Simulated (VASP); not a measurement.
A run of VASP 6.6.1:

Contents of INCAR:

```
ALGO = Normal
EDIFF = 1E-6
ENCUT = 520
GGA = PS
ISIF = 2
ISMEAR = 0
LASPH = True
LCHARG = True
LELF = True
LREAL = Auto
LVHAR = True
LWAVE = False
NBANDS = 56
NELECT = 80.0
NELM = 60
PREC = Accurate
SIGMA = 0.05
```

KPOINTS

```
k-points
0
Gamma
  4 4 4
```

Contents of POSCAR:

```
Li12Cl3O4
1.0
   -3.8395493761      3.8395493761      3.8395493761
    3.8395493761     -3.8395493761      3.8395493761
    3.8395493761      3.8395493761     -3.8395493761
Li Cl O
12 3 4
Direct
    0.4997038225      0.7499999916      0.7497039934
    0.0319993280      0.2500004313      0.7819993197
    0.0002962587      0.7499989499      0.2502953878
    0.4680010137      0.2500005615      0.2180012335
    0.7499999916      0.5319988884      0.7819993197
    0.2500001708     -0.0002959983      0.7497039934
    0.2499991291      0.5002963400      0.2502953878
    0.7500001219     -0.0319994583      0.2180011033
    0.7500001219      0.7500001219      0.5000000812
    0.2500001708      0.2500001708      0.5000003417
    0.2499991291      0.7499990801     -0.0000001302
    0.7500007730      0.2500008220     -0.0000001302
   -0.2500000406      0.2499999104      0.4999999510
    0.0000001302      0.0000001302      0.0000002604
    0.5000000812      0.5000000812      0.0000002604
    0.4819372845      0.5180626176      0.4999998208
    0.0180625363     -0.0180627968      0.4999998208
    0.0180622759      0.5180622269      0.0361244215
    0.4819378054     -0.0180622759     -0.0361245517
```

Potentials or basis: VASP PAW PBE potentials, release 64 (Li_sv, Cl, O).

The run is started by

```console
$ cat potpaw_PBE.64/Li_sv/POTCAR potpaw_PBE.64/Cl/POTCAR potpaw_PBE.64/O/POTCAR > POTCAR
$ mpirun -np 1 vasp_std > vasp.out
```

Hardware: 1 thread of Oxide Virtual Turin-like Processor, on a shared host.

Q: Estimate the wall time of this run.

A: It took 6 min on 1 thread of Oxide Virtual Turin-like Processor, on a shared host, peak memory 0.38 GiB. Counts: scf iterations 16, k points 13.
